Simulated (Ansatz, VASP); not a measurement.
AlRu: VASP beside Ansatz

```
CELL_PARAMETERS angstrom
3.06026 0.00000 0.00000
0.00000 2.94791 0.00000
0.00000 0.00000 3.00408
ATOMIC_POSITIONS crystal
Al 0.00000 0.00000 0.00000
Ru 0.50000 0.50000 0.50000
```

Change from the starting cell: strain +0.0187 x Voigt [1, -1, 0, 0, 0, 0], atoms carried along.

Alike in both runs: task single point; functional PBE; k mesh 20 × 20 × 20; occupations gaussian, width 0.15 eV; no spin polarisation.

|  | VASP | Ansatz |
| --- | --- | --- |
| version | VASP 6.6.1 | Ansatz 0.2.0 |
| potentials or method | VASP PAW PBE potentials, release 64 (Al, Ru_pv), cutoff 520 eV | scalar-relativistic, plane waves, PAW |
| valence electrons in the cell | 17 | 19 |

VASP gave:

```
gap on the k mesh at the Fermi level (eV)                     : none
pressure (GPa)                                                : 0.1
traceless stress, the component that is largest in VASP (GPa) : 3.20
```

Question: Which values does Ansatz return?

Answer: gap on the k mesh at the Fermi level (eV): none; pressure (GPa): 0.2; traceless stress, the component that is largest in VASP (GPa): 3.19.

A gap of «none» marks a metal or a gap that the smearing closes. The functional is the same, so the differences come from potentials, cutoffs and numerics. VASP's potentials hold 17 valence electrons a cell and Ansatz's 19, so a difference there can come from the potentials and not from the codes.
